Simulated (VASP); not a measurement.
# FeO (I4/mmm) in VASP: further runs, part 2 of 2

VASP 6.6.1. The steps go on from the part before.

## (5) Single point, PBEsol, collinear spin, ferromagnetic start

INCAR

```
ALGO = Normal
EDIFF = 1E-6
ENCUT = 520
GGA = PS
ISIF = 2
ISMEAR = -1
ISPIN = 2
LASPH = T
LCHARG = T
LELF = T
LMAXMIX = 4
LORBIT = 11
LREAL = F
LVHAR = T
LWAVE = F
MAGMOM = 4.5 0
NBANDS = 18
NELM = 150
PREC = Accurate
SIGMA = 0.05
```

KPOINTS

```
k-points
0
Gamma
  12 12 12
```

POSCAR

```
FeO
1.0
   -1.6021034130      1.6021034130      2.0833922500
    1.6021034130     -1.6021034130      2.0833922500
    1.6021034130      1.6021034130     -2.0833922500
Fe O
1 1
Direct
    0.0000000000      0.0000000000      0.0000000000
    0.5000000000      0.5000000000      0.0000000000
```

Potentials or basis: VASP PAW PBE potentials, release 64 (Fe, O).

Launch:

```bash
$ cat potpaw_PBE.64/Fe/POTCAR potpaw_PBE.64/O/POTCAR > POTCAR
$ mpirun -np 1 vasp_std > vasp.out
```

OUTCAR:

```text
EDIFF = 1E-6
   ENCUT = 520
   GGA = PS
   ISIF = 2
   ISMEAR = -1
   ISPIN = 2
   LASPH = T
   LORBIT = 11
   LREAL = F
   NELM = 150
   PREC = Accurate

 ion  position               nearest neighbor table
   1  0.000  0.000  0.000-   2 2.08   2 2.08   2 2.27   2 2.27   2 2.27   2 2.27
   2  0.500  0.500  0.000-   1 2.08   1 2.08   1 2.27   1 2.27   1 2.27   1 2.27

  LATTYP: Found a body centered tetragonal cell.
 ALAT       =     3.2042068260
 C/A-ratio  =     1.3004105934

  Lattice vectors:

 A1 = (  -1.6021034130,   1.6021034130,   2.0833922500)
[... 1222 lines left out ...]

 VOLUME and BASIS-vectors are now :
 -----------------------------------------------------------------------------
  energy-cutoff  :      520.00
  volume of cell :       21.39
      direct lattice vectors                 reciprocal lattice vectors
    -1.602103413  1.602103413  2.083392250     0.000000000  0.312089717  0.239993213
     1.602103413 -1.602103413  2.083392250     0.312089717  0.000000000  0.239993213
     1.602103413  1.602103413 -2.083392250     0.312089717  0.312089717  0.000000000

 POSITION                                       TOTAL-FORCE (eV/Angst)
 -----------------------------------------------------------------------------------
      0.00000      0.00000      0.00000        -0.000000      0.000000     -0.000000
      0.00000      0.00000      2.08339         0.000000     -0.000000      0.000000
 -----------------------------------------------------------------------------------
    total drift:                               -0.000000      0.000000     -0.000000

  FREE ENERGIE OF THE ION-ELECTRON SYSTEM (eV)
  ---------------------------------------------------
  free  energy   TOTEN  =       -15.7179710058 eV

  energy  without entropy=      -15.7047716137  energy(sigma->0) =      -15.71137131

 total charge

# of ion       s       p       d       tot
------------------------------------------
    1        0.283   0.331   6.051   6.665
    2        1.552   3.386   0.000   4.938
--------------------------------------------------
tot          1.835   3.717   6.051  11.603

 magnetization (x)

# of ion       s       p       d       tot
------------------------------------------
    1        0.029   0.019   3.563   3.611
    2        0.027   0.270   0.000   0.297
--------------------------------------------------
tot          0.056   0.289   3.563   3.907
```

OSZICAR:

```text
N       E                     dE             d eps       ncg     rms          rms(c)
DAV:   1     0.701540685741E+02    0.70154E+02   -0.68968E+03 12656   0.898E+02
DAV:   2    -0.139158614747E+02   -0.84070E+02   -0.70334E+02 12128   0.202E+02
DAV:   3    -0.186194130710E+02   -0.47036E+01   -0.46369E+01 13572   0.525E+01
DAV:   4    -0.186552451744E+02   -0.35832E-01   -0.35814E-01 14250   0.435E+00
DAV:   5    -0.186555013656E+02   -0.25619E-03   -0.25618E-03 14030   0.383E-01    0.146E+01
DAV:   6    -0.168052378643E+02    0.18503E+01   -0.19937E+01 15334   0.580E+01    0.198E+01
DAV:   7    -0.157541685746E+02    0.10511E+01   -0.52604E+00 15220   0.396E+01    0.879E+00
DAV:   8    -0.157489343222E+02    0.52343E-02   -0.25058E-01 14270   0.539E+00    0.509E+00
DAV:   9    -0.157190883642E+02    0.29846E-01   -0.14672E-01 18218   0.623E+00    0.166E+00
DAV:  10    -0.157199937956E+02   -0.90543E-03   -0.24817E-02 15996   0.307E+00    0.411E-01
DAV:  11    -0.157178921569E+02    0.21016E-02   -0.85750E-03 17112   0.125E+00    0.106E-01
DAV:  12    -0.157179753080E+02   -0.83151E-04   -0.70686E-04 14294   0.227E-01    0.574E-02
DAV:  13    -0.157179693579E+02    0.59501E-05   -0.69445E-05 16440   0.900E-02    0.299E-02
DAV:  14    -0.157179717427E+02   -0.23848E-05   -0.15958E-05 15554   0.515E-02    0.179E-02
DAV:  15    -0.157179710058E+02    0.73695E-06   -0.20461E-06 10624   0.145E-02
   1 F= -.15717971E+02 E0= -.15711371E+02  d E =-.131994E-01  mag=     4.0006
```

Run time: 2.6 min. Hardware: 1 thread of Intel Xeon 8259CL, shared host; peak memory 0.22 GiB.

What came out:

```
Free energy                                           : -15.7180 eV
Pressure                                              : -16.0 GPa
Band gap on the k mesh                                : zero (filled and empty bands overlap)
Net moment                                            : 4.00 μB per cell
Site moments                                          : Fe +3.61; O +0.30 μB
Valence electrons inside the program's atomic spheres : Fe 6.67; O 4.94
```

Stress tensor (GPa, compression positive):
```
-17.30   0.00   0.00
  0.00 -17.30   0.00
  0.00   0.00 -13.54
```

Caveat: the cell stands under tension; the PAW data sets were made with another functional, which shifts forces and pressure a little; a cell with one magnetic atom can't hold antiferromagnetic order, which such compounds often take; semilocal functionals often make such compounds metallic where correlation or magnetic order opens a gap, which also shifts bond lengths. With open d or f shells a metallic result of PBEsol can be an artefact of self-interaction; +U or a hybrid may open a gap.

## (6) The runs side by side

```csv
level,fixed moment (μB),k mesh,gap on the mesh (eV),pressure (GPa),moment (μB)
PBE,4.5,10 × 10 × 10,-,1.0,4.50
PBE,6.0,10 × 10 × 10,-,39.2,6.00
PBE,-,12 × 12 × 12,none,-8.6,4.00
PBEsol,-,12 × 12 × 12,none,-16.0,4.00
```

Alike in all rows: task single point; potentials or basis VASP PAW PBE potentials, release 64 (Fe, O); spin collinear, ferromagnetic start; cell as given; cutoff (eV) 520; smearing fermi-dirac 0.05 eV.

The pressure there spans -16.0 GPa (PBEsol) to 39.2 GPa (PBE); a positive pressure means that this level wants a larger cell, a negative one a smaller.

Caveats: a cell with one magnetic atom can't hold antiferromagnetic order, which such compounds often take; the total moment is fixed, so each spin has its own Fermi level (at least some runs); the cell stands under tension (at least some runs); semilocal functionals often make such compounds metallic where correlation or magnetic order opens a gap, which also shifts bond lengths (at least some runs); the cell stands under pressure (at least some runs); the PAW data sets were made with another functional, which shifts forces and pressure a little (at least some runs).

Absolute energies hang on the potentials; compare differences alone.
